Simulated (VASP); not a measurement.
BN, 4 atoms in the cell. Symmetry: Cmcm, No. 63, orthorhombic system. Conventional cell: a = 2.215 Å, b = 4.310 Å, c = 6.019 Å, α = 90.00°, β = 90.00°, γ = 90.00°. Within 1.8 Å of B (site symmetry m2m) lie 3 N at 1.32 to 1.44 Å. Within 1.8 Å of N (site symmetry m2m) lie 3 B at 1.32 to 1.44 Å.  This cell differs from its parent crystal: normal strain along x -0.1100, normal strain along z -0.0733.

```yaml
Program: VASP 6.6.1
Task: relaxation of the atoms
Functional: LDA
Potentials_or_basis: VASP PAW LDA potentials, release 64 (B, N)
Cutoff: 520 eV
k_mesh: 12 × 12 × 4
Occupations: gaussian, width 0.05 eV
Spin: no spin polarisation
Dipole_correction: no
Further_INCAR_settings: ALGO = Normal; EDIFF = 1e-06; IBRION = 2; EDIFFG = -0.01; NSW = 50
```

Potentials or basis: VASP PAW LDA potentials, release 64 (B, N).

Run with:

```console
$ cat potpaw_LDA.64/B/POTCAR potpaw_LDA.64/N/POTCAR > POTCAR
$ mpirun -np 1 vasp_std > vasp.out
```

Hardware: 1 thread of Intel(R) Xeon(R) Platinum 8488C (Sapphire Rapids), with other jobs on the host.

Problem. Estimate the wall time of this run.

Solution. Run time: 2.1 min on 1 thread of Intel(R) Xeon(R) Platinum 8488C (Sapphire Rapids), with other jobs on the host, peak memory 0.16 GiB. Counts: scf iterations 93, k points 129, ion steps 16.
